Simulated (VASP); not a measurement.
# CaOsC2 (P6_3mc) in VASP: notebook

Runs on CaOsC2. Level: PBE. Tasks: single point.

Everything below comes from runs of VASP 6.6.1. Logs are shortened: lines on timing, memory, paths and dates and some standing lists are left out, and cuts for length are marked.

## Step 1: The cell of the first run

Symmetry: P6_3mc, No. 186, hexagonal system. Conventional cell: a = 3.384 Å, b = 3.384 Å, c = 11.749 Å, α = 90.00°, β = 90.00°, γ = 120.00°. Within 3.4 Å of Ca (site symmetry 3m) lie 6 C at 2.48 to 2.77 Å and 3 Os at 3.23 Å and 6 Ca at 3.38 Å. Os (site symmetry 3m) has 4 C at 1.79 to 2.04 Å within 2.4 Å. Within 2.5 Å of C (site symmetry 3m) lie 1 Os at 1.79 Å and 3 Ca at 2.48 Å. Within 2.8 Å of C (site symmetry 3m) lie 3 Os at 2.04 Å and 3 Ca at 2.77 Å.

## Step 2: Single point, PBE

INCAR

```
ALGO = Fast ; EDIFF = 1E-6
ENCUT = 520 ; GGA = PE
ISIF = 2 ; ISMEAR = 0
LASPH = T ; LCHARG = F
LREAL = F ; LWAVE = F
NBANDS = 36 ; NELM = 80
PREC = Accurate ; SIGMA = 0.1
```

KPOINTS

```
k-points
0
Gamma
  6 6 2
```

POSCAR

```
CaOsC2
1.0
    3.3835966943      0.0000000000      0.0000000000
   -1.6917983472      2.9302806934      0.0000000000
    0.0000000000      0.0000000000     11.7494424927
Ca Os C
2 2 4
Direct
    0.0000000000      0.0000000000      0.3770897244
    0.0000000000      0.0000000000      0.8770897244
    0.3333333333      0.6666666667      0.1586242841
    0.6666666667      0.3333333333      0.6586242841
    0.3333333333      0.6666666667      0.0064781471
    0.6666666667      0.3333333333      0.2098602260
    0.6666666667      0.3333333333      0.5064781471
    0.3333333333      0.6666666667      0.7098602260
```

Potentials or basis: VASP PAW PBE potentials, release 64 (Ca_sv, Os, C).

Started as:

```console
$ cat potpaw_PBE.64/Ca_sv/POTCAR potpaw_PBE.64/Os/POTCAR potpaw_PBE.64/C/POTCAR > POTCAR
$ mpirun -np 1 vasp_std > vasp.out
```

OUTCAR:

```text
EDIFF = 1E-6
   ENCUT = 520
   GGA = PE
   ISIF = 2
   ISMEAR = 0
   LASPH = T
   LREAL = F
   NELM = 80
   PREC = Accurate

 ion  position               nearest neighbor table
   1  0.000  0.000  0.377-   7 2.48   7 2.48   7 2.48   3 3.23   3 3.23   3 3.23
   2  0.000  0.000  0.877-   5 2.48   5 2.48   5 2.48   4 3.23   4 3.23   4 3.23
   3  0.333  0.667  0.159-   5 1.79   6 2.04   6 2.04   6 2.04   1 3.23   1 3.23   1 3.23
   4  0.667  0.333  0.659-   7 1.79   8 2.04   8 2.04   8 2.04   2 3.23   2 3.23   2 3.23
   5  0.333  0.667  0.006-   3 1.79   2 2.48   2 2.48   2 2.48
   6  0.667  0.333  0.210-   3 2.04   3 2.04   3 2.04
   7  0.667  0.333  0.506-   4 1.79   1 2.48   1 2.48   1 2.48
   8  0.333  0.667  0.710-   4 2.04   4 2.04   4 2.04

  LATTYP: Found a hexagonal cell.
 ALAT       =     3.3835966943
 C/A-ratio  =     3.4724713239

  Lattice vectors:

 A1 = (   3.3835966943,   0.0000000000,   0.0000000000)
 A2 = (  -1.6917983472,   2.9302806934,   0.0000000000)
 A3 = (   0.0000000000,   0.0000000000,  11.7494424927)

Analysis of symmetry for initial positions (statically):
=====================================================================
 Subroutine PRICEL returns:
 Original cell was already a primitive cell.

 Routine SETGRP: Setting up the symmetry group for a
 hexagonal supercell.

 Subroutine GETGRP returns: Found 12 space group operations
 (whereof  6 operations were pure point group operations)
 out of a pool of 24 trial point group operations.

The static configuration has the point symmetry C_3v.
 The point group associated with its full space group is C_6v.

Analysis of symmetry for dynamics (positions and initial velocities):
=====================================================================
 Subroutine PRICEL returns:
 Original cell was already a primitive cell.

 Routine SETGRP: Setting up the symmetry group for a
 hexagonal supercell.

 Subroutine GETGRP returns: Found 12 space group operations
 (whereof  6 operations were pure point group operations)
 out of a pool of 24 trial point group operations.

The dynamic configuration has the point symmetry C_3v.
 The point group associated with its full space group is C_6v.

 Subroutine INISYM returns: Found 12 space group operations
 (whereof  6 operations are pure point group operations),
 and found     1 'primitive' translations

----------------------------------------------------------------------------------------

                                     Primitive cell

  volume of cell :     116.4944

  direct lattice vectors                    reciprocal lattice vectors
     3.383596694  0.000000000  0.000000000     0.295543497  0.170632118  0.000000000
    -1.691798347  2.930280693  0.000000000     0.000000000  0.341264235  0.000000000
     0.000000000  0.000000000 11.749442493     0.000000000  0.000000000  0.085110421

  length of vectors
     3.383596694  3.383596694 11.749442493     0.341264235  0.341264235  0.085110421

  position of ions in fractional coordinates (direct lattice)
     0.000000000  0.000000000  0.377089724
     0.000000000  0.000000000  0.877089724
     0.333333333  0.666666667  0.158624284
     0.666666667  0.333333333  0.658624284
     0.333333333  0.666666667  0.006478147
     0.666666667  0.333333333  0.209860226
     0.666666667  0.333333333  0.506478147
     0.333333333  0.666666667  0.709860226

  ion indices of the primitive-cell ions
   primitive index   ion index
                 1           1
                 2           2
                 3           3
                 4           4
                 5           5
                 6           6
                 7           7
                 8           8

----------------------------------------------------------------------------------------

 KPOINTS: k-points

Automatic generation of k-mesh.
 Grid dimensions read from file:
 generate k-points for:    6    6    2

 Generating k-lattice:

  Cartesian coordinates                     Fractional coordinates (reciprocal lattice)
[... 54 lines left out ...]
      4     -16.1100      2.00000
      5     -16.0344      2.00000
      6     -16.0334      2.00000
[... 28 lines left out ...]
     35       9.6639      0.00000
     36      10.2787      0.00000

 k-point     3 :       0.3333   -0.0000    0.0000
  band No.  band energies     occupation
      1     -34.9717      2.00000
      2     -34.9717      2.00000
      3     -16.3003      2.00000
      4     -16.2975      2.00000
      5     -16.0490      2.00000
      6     -16.0457      2.00000
[... 28 lines left out ...]
     35       9.1229      0.00000
     36       9.8607      0.00000

 k-point     4 :       0.5000   -0.0000    0.0000
  band No.  band energies     occupation
      1     -34.9551      2.00000
      2     -34.9551      2.00000
      3     -16.4266      2.00000
      4     -16.4234      2.00000
      5     -16.0143      2.00000
      6     -16.0143      2.00000
[... 28 lines left out ...]
     35       8.9443      0.00000
     36       9.4021      0.00000

 k-point     5 :       0.1667    0.1667    0.0000
  band No.  band energies     occupation
      1     -34.9800      2.00000
      2     -34.9800      2.00000
      3     -16.2103      2.00000
      4     -16.2082      2.00000
      5     -16.0663      2.00000
      6     -16.0613      2.00000
[... 265 lines left out ...]
 k-point    12 :       0.1667    0.1667    0.5000
  band No.  band energies     occupation
      1     -34.9800      2.00000
      2     -34.9800      2.00000
      3     -16.2092      2.00000
      4     -16.2092      2.00000
      5     -16.0638      2.00000
      6     -16.0638      2.00000
[... 28 lines left out ...]
     35       9.5424      0.00000
     36      10.6506      0.00000

 k-point    13 :       0.3333    0.1667    0.5000
  band No.  band energies     occupation
      1     -34.9551      2.00000
      2     -34.9551      2.00000
      3     -16.3582      2.00000
      4     -16.3582      2.00000
      5     -16.0826      2.00000
      6     -16.0826      2.00000
[... 28 lines left out ...]
     35       9.1725      0.00000
     36      10.6144      0.00000

 k-point    14 :       0.3333    0.3333    0.5000
  band No.  band energies     occupation
      1     -34.9468      2.00000
      2     -34.9468      2.00000
      3     -16.2842      2.00000
      4     -16.2842      2.00000
      5     -16.2382      2.00000
      6     -16.2382      2.00000
[... 28 lines left out ...]
     35       9.4030      0.00000
     36       9.4032      0.00000

------------------------ aborting loop because EDIFF is reached ----------------------------------------

  FORCE on cell =-STRESS in cart. coord.  units (eV):
  Direction    XX          YY          ZZ          XY          YZ          ZX
  --------------------------------------------------------------------------------------
  -------------------------------------------------------------------------------------
  Total        1.1326324      1.1326324      1.7288124     -0.0000000      0.0000000      0.0000000
  in kB       15.5773821     15.5773821     23.7767988     -0.0000000      0.0000000      0.0000000
  external PRESSURE =      18.3105210 kB  Pullay stress =       0.0000000 kB

 VOLUME and BASIS-vectors are now :
 -----------------------------------------------------------------------------
  energy-cutoff  :      520.00
  volume of cell :      116.49
      direct lattice vectors                 reciprocal lattice vectors
     3.383596694  0.000000000  0.000000000     0.295543497  0.170632118  0.000000000
    -1.691798347  2.930280693  0.000000000     0.000000000  0.341264235  0.000000000
     0.000000000  0.000000000 11.749442493     0.000000000  0.000000000  0.085110421

 POSITION                                       TOTAL-FORCE (eV/Angst)
 -----------------------------------------------------------------------------------
      0.00000      0.00000      4.43059         0.000000     -0.000000     -0.015691
      0.00000      0.00000     10.30532         0.000000      0.000000     -0.015691
     -0.00000      1.95352      1.86375         0.000000      0.000000      0.318391
      1.69180      0.97676      7.73847        -0.000000     -0.000000      0.318391
     -0.00000      1.95352      0.07611        -0.000000      0.000000     -0.374716
      1.69180      0.97676      2.46574        -0.000000     -0.000000      0.072015
      1.69180      0.97676      5.95084         0.000000     -0.000000     -0.374716
     -0.00000      1.95352      8.34046         0.000000     -0.000000      0.072015
 -----------------------------------------------------------------------------------
    total drift:                                0.000000      0.000000      0.002887

  FREE ENERGIE OF THE ION-ELECTRON SYSTEM (eV)
  ---------------------------------------------------
  free  energy   TOTEN  =       -58.5443709090 eV

  energy  without entropy=      -58.5188345359  energy(sigma->0) =      -58.53160272
```

Wall time 3.4 min (1 thread of Oxide Virtual Turin-like, shared host); peak memory 0.24 GiB.

What came out:

| Quantity | Value |
| --- | --- |
| Free energy | -58.5444 eV |
| Pressure | 1.8 GPa |
| Largest force | 0.375 eV/Å |
| Band gap on the k mesh | zero (bands 26 and 27 overlap by 1.18 eV) |

Forces on the atoms (eV/Å):
```
Ca   0.000  0.000 -0.016
Ca   0.000  0.000 -0.016
Os   0.000  0.000  0.318
Os   0.000  0.000  0.318
C    0.000  0.000 -0.375
C    0.000  0.000  0.072
C    0.000  0.000 -0.375
C    0.000  0.000  0.072
```

Stress tensor (GPa, compression positive):
```
1.56 0.00 0.00
0.00 1.56 0.00
0.00 0.00 2.38
```

Levels at points of the mesh, in eV from the Fermi level:
```tsv
k point	band 24	band 25	band 26	band 27	band 28	band 29
(0.00, 0.00, 0.00)	-2.48	0.55	0.55	1.27	1.27	1.73
(0.50, 0.00, 0.00)	-2.34	-0.59	-0.34	-0.31	0.06	0.14
(0.00, 0.00, 0.50)	-3.14	0.87	0.87	0.87	0.87	2.10
(0.50, 0.00, 0.50)	-2.35	-0.39	-0.39	-0.10	-0.10	0.04
```

Caveat: spin-orbit coupling is left out, which moves the levels of the heavy elements.

## Step 3: Single point, PBE

This run uses another cell than the first one, of 15.66 Å³/atom.

INCAR

```
PREC = Accurate
ENCUT = 520
EDIFF = 1E-6
ISMEAR = 0
SIGMA = 0.2
LREAL = F
LASPH = T
NELM = 100
ALGO = Normal
ISIF = 2
LWAVE = F
LCHARG = F
GGA = PE
NBANDS = 36
```

KPOINTS

```
Automatic mesh
0
Gamma
  6 6 2
```

POSCAR

```
CaOsC2
1.0
    3.4154634423      0.0000000000      0.0000000000
   -1.7077317212      2.9578781068      0.0000000000
    0.0000000000      0.0000000000     12.4039326480
Ca Os C
2 2 4
Direct
    0.3333333333      0.6666666667      0.3973316506
    0.6666666667      0.3333333333      0.8973316506
    0.0000000000      0.0000000000      0.1537735175
    0.0000000000      0.0000000000      0.6537735175
    0.0000000000      0.0000000000      0.0085713838
    0.3333333333      0.6666666667      0.1923142981
    0.0000000000      1.0000000000      0.5085713838
    0.6666666667      0.3333333333      0.6923142981
```

Potentials or basis: VASP PAW PBE potentials, release 64 (Ca_sv, Os, C).

Started as:

```console
$ cat potpaw_PBE.64/Ca_sv/POTCAR potpaw_PBE.64/Os/POTCAR potpaw_PBE.64/C/POTCAR > POTCAR
$ mpirun -np 1 vasp_std > vasp.out
```

Wall time 2 min (1 thread of Oxide Virtual Turin-like, shared host); peak memory 0.25 GiB.

Results (log left out):

```
Free energy            : -57.4813 eV
Pressure               : 1.3 GPa
Largest force          : 0.485 eV/Å
Band gap on the k mesh : zero (bands 26 and 27 overlap by 0.99 eV)
```

Forces on the atoms (eV/Å):
```
Ca   0.000  0.000 -0.051
Ca   0.000  0.000 -0.051
Os   0.000  0.000  0.485
Os   0.000  0.000  0.485
C    0.000  0.000 -0.301
C    0.000  0.000 -0.134
C    0.000  0.000 -0.301
C    0.000  0.000 -0.134
```

Stress tensor (GPa, compression positive):
```
1.00 0.00 0.00
0.00 1.00 0.00
0.00 0.00 1.89
```

Levels at points of the mesh, in eV from the Fermi level:
| k point | band 24 | band 25 | band 26 | band 27 | band 28 | band 29 |
| --- | --- | --- | --- | --- | --- | --- |
| (0.00, 0.00, 0.00) | -3.03 | 0.69 | 0.69 | 0.81 | 0.81 | 1.38 |
| (0.50, 0.00, 0.00) | -2.03 | -0.49 | -0.17 | -0.04 | -0.03 | 0.10 |
| (0.00, 0.00, 0.50) | -3.04 | 0.75 | 0.75 | 0.75 | 0.75 | 1.46 |
| (0.50, 0.00, 0.50) | -2.23 | -0.23 | -0.23 | -0.06 | -0.06 | 0.08 |

Caveat: spin-orbit coupling is left out, which moves the levels of the heavy elements.

## Step 4: Single point, PBE

This run uses another cell than the first one, of 15.70 Å³/atom.

INCAR

```
SYSTEM = CaOsC2
PREC = Accurate ; ENCUT = 520
EDIFF = 1E-7 ; ISMEAR = 0
SIGMA = 0.1 ; LREAL = .FALSE.
LASPH = .TRUE. ; NELM = 60
ALGO = Normal ; ISIF = 2
LWAVE = .FALSE. ; LCHARG = .TRUE.
GGA = PE ; LELF = .TRUE.
LVHAR = .TRUE. ; NBANDS = 36
```

KPOINTS

```
Automatic mesh
0
G
  6 6 2
  0 0 0
```

POSCAR

```
CaOsC2
1.0
    3.4227170866      0.0000000000      0.0000000000
   -1.7113585433      2.9641599470      0.0000000000
    0.0000000000      0.0000000000     12.3829838351
Ca Os C
2 2 4
Direct
    0.3333333333      0.6666666667      0.3967722945
    0.6666666667      0.3333333333      0.8967722945
    0.0000000000      0.0000000000      0.1549298581
    0.0000000000      0.0000000000      0.6549298581
    0.0000000000      0.0000000000      0.0093229844
    0.3333333333      0.6666666667      0.1909657130
    0.0000000000      0.0000000000      0.5093229844
    0.6666666667      0.3333333333      0.6909657130
```

Started as:

```console
$ cat potpaw_PBE.64/Ca_sv/POTCAR potpaw_PBE.64/Os/POTCAR potpaw_PBE.64/C/POTCAR > POTCAR
$ mpirun -np 1 vasp_std > vasp.out
```

Run time: 2.5 min. Hardware: 1 thread of Oxide Virtual Turin-like, shared host; peak memory 0.25 GiB.

Results (log left out):

```
Free energy            : -57.4580 eV
Pressure               : 1.0 GPa
Largest force          : 0.310 eV/Å
Band gap on the k mesh : zero (bands 26 and 27 overlap by 1.02 eV)
```

Forces in eV/Å, atoms in the order of the input:
```
Ca   0.000  0.000 -0.003
Ca   0.000  0.000 -0.003
Os   0.000  0.000  0.293
Os   0.000  0.000  0.293
C    0.000  0.000 -0.310
C    0.000  0.000  0.020
C    0.000  0.000 -0.310
C    0.000  0.000  0.020
```

Stress tensor (GPa, compression positive):
```
0.69 0.00 0.00
0.00 0.69 0.00
0.00 0.00 1.75
```

Levels at points of the mesh, in eV from the Fermi level:
```
           k point  band 23  band 24  band 25  band 26  band 27  band 28  band 29  band 30
(0.00, 0.00, 0.00)    -3.07    -3.07     0.66     0.66     0.79     0.79     1.25     1.54
(0.50, 0.00, 0.00)    -2.44    -2.04    -0.56    -0.26    -0.11    -0.08     0.06     0.19
(0.00, 0.00, 0.50)    -3.09    -3.09     0.73     0.73     0.73     0.73     1.36     1.36
(0.50, 0.00, 0.50)    -2.25    -2.25    -0.29    -0.29    -0.13    -0.13     0.05     0.05
```

Caveat: spin-orbit coupling is left out, which moves the levels of the heavy elements.

## Step 5: Single point, PBE

This run uses another cell than the first one, of 17.91 Å³/atom.

INCAR

```
ALGO = Fast
EDIFF = 1E-6
ENCUT = 520
GGA = PE
ISIF = 2
ISMEAR = 0
LASPH = T
LCHARG = F
LREAL = F
LWAVE = F
NBANDS = 36
NELM = 60
PREC = Accurate
SIGMA = 0.1
```

KPOINTS

```
k-points
0
Gamma
  6 6 2
```

POSCAR

```
CaOsC2
1.0
    3.6124688200      0.0000000000      0.0000000000
   -1.8062344100      3.1284897700      0.0000000000
    0.0000000000      0.0000000000     12.6789377400
Ca Os C
2 2 4
Direct
    0.3333333300      0.6666666700      0.3951216300
    0.6666666700      0.3333333300      0.8951216300
    0.0000000000      0.0000000000      0.1568349100
    0.0000000000      0.0000000000      0.6568349100
    0.0000000000      0.0000000000      0.0000000000
    0.3333333300      0.6666666700      0.2000343100
    0.0000000000      0.0000000000      0.5000000000
    0.6666666700      0.3333333300      0.7000343100
```

Started as:

```console
$ cat potpaw_PBE.64/Ca_sv/POTCAR potpaw_PBE.64/Os/POTCAR potpaw_PBE.64/C/POTCAR > POTCAR
$ mpirun -np 1 vasp_std > vasp.out
```

Wall time 3.8 min (1 thread of Oxide Virtual Turin-like, shared host); peak memory 0.26 GiB.

It converged, with:

| Quantity | Value |
| --- | --- |
| Free energy | -55.6888 eV |
| Pressure | -17.3 GPa |
| Largest force | 3.690 eV/Å |
| Band gap on the k mesh | zero (bands 26 and 27 overlap by 0.67 eV) |

Forces in eV/Å, atoms in the order of the input:
```
Ca   0.000  0.000  0.600
Ca   0.000  0.000  0.600
Os   0.000  0.000 -2.558
Os   0.000  0.000 -2.558
C    0.000  0.000  3.690
C    0.000  0.000 -1.732
C    0.000  0.000  3.690
C    0.000  0.000 -1.732
```

Stress tensor (GPa, compression positive):
```
-15.30   0.00   0.00
  0.00 -15.30   0.00
  0.00   0.00 -21.22
```

Levels at points of the mesh, in eV from the Fermi level:
```tsv
k point	band 22	band 23	band 24	band 25	band 26	band 27	band 28	band 29	band 30	band 31
(0.00, 0.00, 0.00)	-2.26	-2.21	-2.21	0.43	0.43	0.54	0.54	1.39	1.97	3.23
(0.50, 0.00, 0.00)	-1.90	-1.86	-1.70	-0.35	-0.10	-0.07	0.01	0.13	0.15	1.33
(0.00, 0.00, 0.50)	-2.23	-2.23	-2.23	0.49	0.49	0.49	0.49	1.63	1.63	3.62
(0.50, 0.00, 0.50)	-1.88	-1.85	-1.85	-0.11	-0.11	-0.02	-0.02	0.04	0.04	1.57
```

Caveat: the stress differs along the axes, from -21 to -15 GPa; spin-orbit coupling is left out, which moves the levels of the heavy elements; forces of over 1 eV/Å act on the atoms, so gaps and moduli don't describe the material at rest.

## Step 6: Overview

| cell | smearing | gap on the mesh (eV) | pressure (GPa) | largest force (eV/Å) |
| --- | --- | --- | --- | --- |
| a = 3.384, b = 3.384, c = 11.749 Å, angles 90.0, 90.0, 120.0°, 8 atoms, atomic positions A | gaussian 0.1 eV | none | 1.8 | 0.37 |
| a = 3.415, b = 3.415, c = 12.404 Å, angles 90.0, 90.0, 120.0°, 8 atoms, atomic positions B | gaussian 0.2 eV | none | 1.3 | 0.49 |
| a = 3.423, b = 3.423, c = 12.383 Å, angles 90.0, 90.0, 120.0°, 8 atoms, atomic positions C | gaussian 0.1 eV | none | 1.0 | 0.31 |
| a = 3.612, b = 3.612, c = 12.679 Å, angles 90.0, 90.0, 120.0°, 8 atoms, atomic positions D | gaussian 0.1 eV | none | -17.3 | 3.69 |

Alike in all rows: task single point; level PBE; potentials or basis VASP PAW PBE potentials, release 64 (Ca_sv, Os, C); no spin polarisation; k mesh 6 × 6 × 2; cutoff (eV) 520.

Caveats: spin-orbit coupling is left out, which moves the levels of the heavy elements; the stress differs along the axes, from -21 to -15 GPa (at least some runs); forces of over 1 eV/Å act on the atoms, so gaps and moduli don't describe the material at rest (at least some runs).

Absolute energies hang on the potentials; compare differences alone.
